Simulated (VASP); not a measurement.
# BaHg (Pm-3m) in VASP: notebook

The runs below take BaHg through single point, with LDA.

Everything below comes from runs of VASP 6.6.1. Logs are shortened: lines on timing, memory, paths and dates and some standing lists are left out, and cuts for length are marked.

**1. The cell of the first run**

The structure is cubic, space group Pm-3m (No. 221). Conventional cell: a = 4.064 Å, b = 4.064 Å, c = 4.064 Å, α = 90.00°, β = 90.00°, γ = 90.00°. Ba (site symmetry m-3m) has 8 Hg at 3.52 Å and 6 Ba at 4.06 Å within 4.6 Å. Hg (site symmetry m-3m) has 8 Ba at 3.52 Å and 6 Hg at 4.06 Å within 4.6 Å.

**2. Single point, LDA**

INCAR

```
ALGO = Normal ; EDIFF = 1E-6
ENCUT = 520 ; ISIF = 2
ISMEAR = 1 ; LASPH = True
LCHARG = False ; LREAL = False
LWAVE = False ; NBANDS = 18
NELM = 60 ; PREC = Accurate
SIGMA = 0.05
```

KPOINTS

```
k-points
0
Gamma
  7 7 7
```

POSCAR

```
BaHg
1.0
    4.0642152835      0.0000000000      0.0000000000
    0.0000000000      4.0642152835      0.0000000000
    0.0000000000      0.0000000000      4.0642152835
Ba Hg
1 1
Direct
    0.0000000000      0.0000000000      0.0000000000
    0.5000000000      0.5000000000      0.5000000000
```

Potentials or basis: VASP PAW LDA potentials, release 64 (Ba_sv, Hg).

Started as:

```sh
cat potpaw_LDA.64/Ba_sv/POTCAR potpaw_LDA.64/Hg/POTCAR > POTCAR
mpirun -np 1 vasp_std > vasp.out
```

OUTCAR:

```text
EDIFF = 1E-6
   ENCUT = 520
   ISIF = 2
   ISMEAR = 1
   LASPH = True
   LREAL = False
   NELM = 60
   PREC = Accurate

 ion  position               nearest neighbor table
   1  0.000  0.000  0.000-   2 3.52   2 3.52   2 3.52   2 3.52   2 3.52   2 3.52   2 3.52   2 3.52

   2  0.500  0.500  0.500-   1 3.52   1 3.52   1 3.52   1 3.52   1 3.52   1 3.52   1 3.52   1 3.52

  LATTYP: Found a simple cubic cell.
 ALAT       =     4.0642152835

  Lattice vectors:

 A1 = (   4.0642152835,   0.0000000000,   0.0000000000)
 A2 = (   0.0000000000,   4.0642152835,   0.0000000000)
 A3 = (   0.0000000000,   0.0000000000,   4.0642152835)

Analysis of symmetry for initial positions (statically):
=====================================================================
 Subroutine PRICEL returns:
 Original cell was already a primitive cell.

 Routine SETGRP: Setting up the symmetry group for a
 simple cubic supercell.

 Subroutine GETGRP returns: Found 48 space group operations
 (whereof 48 operations were pure point group operations)
 out of a pool of 48 trial point group operations.

The static configuration has the point symmetry O_h .

Analysis of symmetry for dynamics (positions and initial velocities):
=====================================================================
 Subroutine PRICEL returns:
 Original cell was already a primitive cell.

 Routine SETGRP: Setting up the symmetry group for a
 simple cubic supercell.

 Subroutine GETGRP returns: Found 48 space group operations
 (whereof 48 operations were pure point group operations)
 out of a pool of 48 trial point group operations.

The dynamic configuration has the point symmetry O_h .

 Subroutine INISYM returns: Found 48 space group operations
 (whereof 48 operations are pure point group operations),
 and found     1 'primitive' translations

----------------------------------------------------------------------------------------

                                     Primitive cell

  volume of cell :      67.1321

  direct lattice vectors                    reciprocal lattice vectors
     4.064215284  0.000000000  0.000000000     0.246049958  0.000000000  0.000000000
     0.000000000  4.064215284  0.000000000     0.000000000  0.246049958  0.000000000
     0.000000000  0.000000000  4.064215284     0.000000000  0.000000000  0.246049958

  length of vectors
     4.064215284  4.064215284  4.064215284     0.246049958  0.246049958  0.246049958

  position of ions in fractional coordinates (direct lattice)
     0.000000000  0.000000000  0.000000000
     0.500000000  0.500000000  0.500000000

  ion indices of the primitive-cell ions
   primitive index   ion index
                 1           1
                 2           2

----------------------------------------------------------------------------------------

 KPOINTS: k-points

Automatic generation of k-mesh.
 Grid dimensions read from file:
 generate k-points for:    7    7    7

 Generating k-lattice:

  Cartesian coordinates                     Fractional coordinates (reciprocal lattice)
     0.035149994  0.000000000  0.000000000     0.142857143  0.000000000  0.000000000
     0.000000000  0.035149994  0.000000000     0.000000000  0.142857143  0.000000000
     0.000000000  0.000000000  0.035149994     0.000000000  0.000000000  0.142857143

  Length of vectors
     0.035149994  0.035149994  0.035149994

  Shift w.r.t. Gamma in fractional coordinates (k-lattice)
     0.000000000  0.000000000  0.000000000

 Subroutine IBZKPT returns following result:
 ===========================================

 Found     20 irreducible k-points:

 Following reciprocal coordinates:
            Coordinates               Weight
  0.000000  0.000000  0.000000      1.000000
  0.142857  0.000000  0.000000      6.000000
  0.285714  0.000000  0.000000      6.000000
  0.428571  0.000000  0.000000      6.000000
  0.142857  0.142857  0.000000     12.000000
  0.285714  0.142857  0.000000     24.000000
[... 12 lines left out ...]
  0.428571  0.428571  0.285714     24.000000
  0.428571  0.428571  0.428571      8.000000
   k-points           NKPTS =     20   k-points in BZ     NKDIM =     20   number of bands    NBANDS=     18
   number of dos      NEDOS =    301   number of ions     NIONS =      2
   total plane-waves  NPLWV =  27000
   dimension x,y,z NGX =    30 NGY =   30 NGZ =   30
   dimension x,y,z NGXF=    60 NGYF=   60 NGZF=   60
   ions per type =               1   1
   NGX,Y,Z   is equivalent  to a cutoff of  12.27, 12.27, 12.27 a.u.
   NGXF,Y,Z  is equivalent  to a cutoff of  24.54, 24.54, 24.54 a.u.
 SYSTEM =  unknown system
   PREC   = accura    normal or accurate (medium, high low for compatibility)
   ISTART =      0    job   : 0-new  1-cont  2-samecut
   ICHARG =      2    charge: 1-file 2-atom 10-const
   ISPIN  =      1    spin polarized calculation?
   LNONCOLLINEAR =      F non collinear calculations
   LSORBIT =      F    spin-orbit coupling
   LASPH  =      T    aspherical Exc in radial PAW
   ENCUT  =  520.0 eV  38.22 Ry    6.18 a.u.   7.56  7.56  7.56*2*pi/ulx,y,z
   NELM   =     60;   NELMIN=  2; NELMDL= -5     # of ELM steps
   EDIFF  = 0.1E-05   stopping-criterion for ELM
   LREAL  =      F    real-space projection
   EDIFFG = 0.1E-04   stopping-criterion for IOM
   NSW    =      0    number of steps for IOM
   IBRION =     -1    ionic relax: 0-MD 1-quasi-New 2-CG
   NFREE  =      0    steps in history (QN), initial steepest desc. (CG)
   ISIF   =      2    stress and relaxation
   ISYM   =      2    0-nonsym 1-usesym 2-fastsym
   POTIM  = 0.5000    time-step for ionic-motion
   TEBEG  =    0.0;   TEEND  =   0.0 temperature during run
   PSTRESS=    0.0 pullay stress
   NELECT =      22.0000    total number of electrons
   NUPDOWN=      -1.0000    fix difference up-down
   EMIN   =  10.00;   EMAX   =-10.00  energy-range for DOS
   EFERMI =   0.00;   METHOD = LEGACY
   ISMEAR =     1;   SIGMA  =   0.05  broadening in eV -4-tet -1-fermi 0-gaus
   EFERMI_NEDOS =   21; number of points for ismear=-14 and -15
   IALGO  =     38    algorithm
   IMIX   =      4    mixing-type and parameters
     AMIX     =   0.40;   BMIX     =  1.00
     AMIX_MAG =   1.60;   BMIX_MAG =  1.00
  volume/ion in A,a.u.               =      33.57       226.51
  Fermi-wavevector in a.u.,A,eV,Ry     =   1.128684  2.132903 17.332836  1.273927
  Thomas-Fermi vector in A             =   2.265375
   LORBIT       =      0    0 simple, 1 ext, 2 COOP (PROOUT), +10 PAW based schemes
   GGA     = CA    functional components
   LHFCALC =     F    Hartree Fock is set to
   AEXX    =    0.0000 exact exchange contribution
   IVDW    =     0    specifies the selected vdW correction
   LEPSILON=     F    determine dielectric tensor
   LRPA    =     F    only Hartree local field effects (RPA)
 non-spin polarized calculation
 Methfessel and Paxton  Order N= 1 SIGMA  =   0.05
  energy-cutoff  :      520.00
  volume of cell :       67.13
 maximum number of plane-waves:      1839
 NGX is ok and might be reduce to    30
   NGX = 15   NGY = 15   NGZ = 15

 number of electron      22.0000000 magnetization

 Free energy of the ion-electron system (eV)
  ---------------------------------------------------
  ext. energy  EPLUGINS =         0.00000000
  ---------------------------------------------------
  free energy    TOTEN  =        -4.37675256 eV

  energy without entropy =       -4.37579148  energy(sigma->0) =       -4.37643220

 E-fermi :   2.7261     XC(G=0):  -9.7145

 val. band max:        2.6996648028   @ k =   0.2857   0.2857   0.1429
 cond. band min:       2.7326206999   @ k =   0.4286   0.4286   0.1429
 fundamental gap:      0.0329558971
 Fermi energy:         2.7261348357

 k-point     1 :       0.0000    0.0000    0.0000
  band No.  band energies     occupation
      1     -25.4188      2.00000
      2     -10.4181      2.00000
      3     -10.4181      2.00000
      4     -10.4181      2.00000
      5      -4.5741      2.00000
      6      -4.5741      2.00000
[... 10 lines left out ...]
     17       7.9452      0.00000
     18       7.9452      0.00000

 k-point     2 :       0.1429    0.0000    0.0000
  band No.  band energies     occupation
      1     -25.4096      2.00000
      2     -10.5720      2.00000
      3     -10.4106      2.00000
      4     -10.4106      2.00000
      5      -4.5616      2.00000
      6      -4.5085      2.00000
[... 10 lines left out ...]
     17       8.9880      0.00000
     18       8.9880      0.00000

 k-point     3 :       0.2857    0.0000    0.0000
  band No.  band energies     occupation
      1     -25.3886      2.00000
      2     -10.8898      2.00000
      3     -10.3939      2.00000
      4     -10.3939      2.00000
      5      -4.5332      2.00000
      6      -4.3639      2.00000
[... 10 lines left out ...]
     17      10.3901      0.00000
     18      10.3901      0.00000

 k-point     4 :       0.4286    0.0000    0.0000
  band No.  band energies     occupation
      1     -25.3716      2.00000
      2     -11.1221      2.00000
      3     -10.3804      2.00000
      4     -10.3804      2.00000
      5      -4.5102      2.00000
      6      -4.2786      2.00000
[... 10 lines left out ...]
     17      10.0362      0.00000
     18      11.3036      0.00000

 k-point     5 :       0.1429    0.1429    0.0000
  band No.  band energies     occupation
      1     -25.4004      2.00000
      2     -10.5844      2.00000
      3     -10.5314      2.00000
      4     -10.4014      2.00000
      5      -4.5272      2.00000
      6      -4.4716      2.00000
[... 10 lines left out ...]
     17       8.2376      0.00000
     18       9.7597      0.00000

 k-point     6 :       0.2857    0.1429    0.0000
  band No.  band energies     occupation
      1     -25.3798      2.00000
      2     -10.8668      2.00000
      3     -10.5235      2.00000
      4     -10.3807      2.00000
      5      -4.4992      2.00000
      6      -4.3448      2.00000
[... 10 lines left out ...]
     17       8.9823      0.00000
     18      10.7605      0.00000

 k-point     7 :       0.4286    0.1429    0.0000
  band No.  band energies     occupation
      1     -25.3631      2.00000
      2     -11.0896      2.00000
      3     -10.5008      2.00000
      4     -10.3640      2.00000
      5      -4.4822      2.00000
      6      -4.3327      2.00000
[... 10 lines left out ...]
     17       9.8510      0.00000
     18      10.5090      0.00000

 k-point     8 :       0.2857    0.2857    0.0000
  band No.  band energies     occupation
      1     -25.3600      2.00000
      2     -10.8423      2.00000
      3     -10.7687      2.00000
      4     -10.3508      2.00000
      5      -4.4677      2.00000
      6      -4.3924      2.00000
[... 10 lines left out ...]
     17       8.2189      0.00000
     18      10.7019      0.00000
[... 145 lines left out ...]
     17       9.0738      0.00000
     18      10.5660      0.00000

 k-point    16 :       0.4286    0.4286    0.1429
  band No.  band energies     occupation
      1     -25.3202      2.00000
      2     -10.9454      2.00000
      3     -10.9345      2.00000
      4     -10.4236      2.00000
      5      -4.4751      2.00000
      6      -4.4008      2.00000
[... 10 lines left out ...]
     17       9.1805      0.00000
     18      10.5119      0.00000

 k-point    17 :       0.2857    0.2857    0.2857
  band No.  band energies     occupation
      1     -25.3321      2.00000
      2     -10.7714      2.00000
      3     -10.7369      2.00000
      4     -10.7369      2.00000
      5      -4.4260      2.00000
      6      -4.3349      2.00000
[... 10 lines left out ...]
     17      10.5926      0.00000
     18      10.5927      0.00000

 k-point    18 :       0.4286    0.2857    0.2857
  band No.  band energies     occupation
      1     -25.3165      2.00000
      2     -10.9503      2.00000
      3     -10.7192      2.00000
      4     -10.7127      2.00000
      5      -4.4461      2.00000
      6      -4.3587      2.00000
[... 10 lines left out ...]
     17       9.8261      0.00000
     18      11.5170      0.00000

 k-point    19 :       0.4286    0.4286    0.2857
  band No.  band energies     occupation
      1     -25.3010      2.00000
      2     -10.9163      2.00000
      3     -10.9120      2.00000
      4     -10.6925      2.00000
      5      -4.4061      2.00000
      6      -4.3402      2.00000
[... 10 lines left out ...]
     17       9.9017      0.00000
     18      11.2174      0.00000

 k-point    20 :       0.4286    0.4286    0.4286
  band No.  band energies     occupation
      1     -25.2856      2.00000
      2     -10.8939      2.00000
      3     -10.8939      2.00000
      4     -10.8922      2.00000
      5      -4.3339      2.00000
      6      -4.2897      2.00000
[... 10 lines left out ...]
     17      10.6408      0.00000
     18      10.6408      0.00000

------------------------ aborting loop because EDIFF is reached ----------------------------------------

  FORCE on cell =-STRESS in cart. coord.  units (eV):
  Direction    XX          YY          ZZ          XY          YZ          ZX
  --------------------------------------------------------------------------------------
  -------------------------------------------------------------------------------------
  Total       -0.1391662     -0.1391662     -0.1391662      0.0000000     -0.0000000      0.0000000
  in kB       -3.3213479     -3.3213479     -3.3213479      0.0000000     -0.0000000      0.0000000
  external PRESSURE =      -3.3213479 kB  Pullay stress =       0.0000000 kB

 VOLUME and BASIS-vectors are now :
 -----------------------------------------------------------------------------
  energy-cutoff  :      520.00
  volume of cell :       67.13
      direct lattice vectors                 reciprocal lattice vectors
     4.064215284  0.000000000  0.000000000     0.246049958  0.000000000  0.000000000
     0.000000000  4.064215284  0.000000000     0.000000000  0.246049958  0.000000000
     0.000000000  0.000000000  4.064215284     0.000000000  0.000000000  0.246049958

 POSITION                                       TOTAL-FORCE (eV/Angst)
 -----------------------------------------------------------------------------------
      0.00000      0.00000      0.00000         0.000000      0.000000      0.000000
      2.03211      2.03211      2.03211         0.000000      0.000000      0.000000
 -----------------------------------------------------------------------------------
    total drift:                                0.000000      0.000000      0.000000

  FREE ENERGIE OF THE ION-ELECTRON SYSTEM (eV)
  ---------------------------------------------------
  free  energy   TOTEN  =        -4.3767525640 eV

  energy  without entropy=       -4.3757914800  energy(sigma->0) =       -4.37643220
```

Wall time 27 s (1 thread of AMD EPYC 7R13, shared host); peak memory 0.13 GiB.

What came out:

```yaml
Free_energy: -4.3768 eV
Pressure: -0.3 GPa
Band_gap_on_the_k_mesh: zero (bands 11 and 12 overlap by 2.11 eV)
```

Levels at points of the mesh, in eV from the Fermi level:
| k point | band 8 | band 9 | band 10 | band 11 | band 12 | band 13 | band 14 | band 15 |
| --- | --- | --- | --- | --- | --- | --- | --- | --- |
| (0.00, 0.00, 0.00) | -7.02 | -7.02 | -6.32 | 0.87 | 0.87 | 4.25 | 4.25 | 4.25 |

Caveat: spin-orbit coupling is left out, which moves the levels of the heavy elements.

**3. Single point, LDA**

This run uses another cell than the first one, of 35.03 Å³/atom.

INCAR

```
PREC = Accurate ; ENCUT = 520
EDIFF = 1E-6 ; ISMEAR = 1
SIGMA = 0.05 ; LREAL = False
LASPH = True ; NELM = 60
ALGO = Normal ; ISIF = 2
LWAVE = False ; LCHARG = False
NBANDS = 18
```

KPOINTS

```
Automatic mesh
0
Gamma
  7 7 7
```

POSCAR

```
BaHg
1.0
    4.1222833471      0.0000000000      0.0000000000
    0.0000000000      4.1222833471      0.0000000000
    0.0000000000      0.0000000000      4.1222833471
Ba Hg
1 1
Direct
    0.0000000000      0.0000000000      0.0000000000
    0.5000000000      0.5000000000      0.5000000000
```

Potentials or basis: VASP PAW LDA potentials, release 64 (Ba_sv, Hg).

Started as:

```sh
cat potpaw_LDA.64/Ba_sv/POTCAR potpaw_LDA.64/Hg/POTCAR > POTCAR
mpirun -np 1 vasp_std > vasp.out
```

Run time: 28 s. Hardware: 1 thread of AMD EPYC 7R13, shared host; peak memory 0.13 GiB.

Results (log left out):

| Property | Result |
| --- | --- |
| Free energy | -4.3599 eV |
| Pressure | -1.6 GPa |
| Band gap on the k mesh | zero (bands 11 and 12 overlap by 2.00 eV) |

Levels at points of the mesh, in eV from the Fermi level:
| k point | band 8 | band 9 | band 10 | band 11 | band 12 | band 13 | band 14 | band 15 |
| --- | --- | --- | --- | --- | --- | --- | --- | --- |
| (0.00, 0.00, 0.00) | -6.96 | -6.96 | -6.19 | 0.88 | 0.88 | 4.10 | 4.10 | 4.10 |

Caveat: spin-orbit coupling is left out, which moves the levels of the heavy elements.

**4. Single point, LDA**

This run uses another cell than the first one, of 36.48 Å³/atom.

INCAR

```
PREC = Accurate
ENCUT = 520
EDIFF = 1E-6
ISMEAR = 1
SIGMA = 0.05
LREAL = False
LASPH = True
NELM = 80
ALGO = Normal
ISIF = 2
LWAVE = False
LCHARG = False
NBANDS = 18
```

KPOINTS is that of step 3.

POSCAR

```
BaHg
1.0
    4.1787600000      0.0000000000      0.0000000000
    0.0000000000      4.1787600000      0.0000000000
    0.0000000000      0.0000000000      4.1787600000
Ba Hg
1 1
Direct
    0.0000000000      0.0000000000      0.0000000000
    0.5000000000      0.5000000000      0.5000000000
```

Started as:

```sh
cat potpaw_LDA.64/Ba_sv/POTCAR potpaw_LDA.64/Hg/POTCAR > POTCAR
mpirun -np 1 vasp_std > vasp.out
```

It took 30 s on 1 thread of AMD EPYC 7R13, shared host; peak memory 0.14 GiB.

Results (log left out):

- Free energy: -4.3230 eV
- Pressure: -2.5 GPa
- Band gap on the k mesh: zero (bands 11 and 12 overlap by 1.89 eV)

Levels at points of the mesh, in eV from the Fermi level:
```tsv
k point	band 9	band 10	band 11	band 12	band 13	band 14
(0.00, 0.00, 0.00)	-6.90	-6.07	0.89	0.89	3.96	3.96
```

Caveat: spin-orbit coupling is left out, which moves the levels of the heavy elements.

**5. The runs side by side**

| cell | gap on the mesh (eV) | pressure (GPa) |
| --- | --- | --- |
| a = 4.064 Å, 2 atoms | none | -0.3 |
| a = 4.122 Å, 2 atoms | none | -1.6 |
| a = 4.179 Å, 2 atoms | none | -2.5 |

Alike in all rows: task single point; level LDA; potentials or basis VASP PAW LDA potentials, release 64 (Ba_sv, Hg); no spin polarisation; k mesh 7 × 7 × 7; cutoff (eV) 520; smearing methfessel-paxton 0.05 eV.

Caveats: spin-orbit coupling is left out, which moves the levels of the heavy elements.

Absolute energies hang on the potentials; compare differences alone.
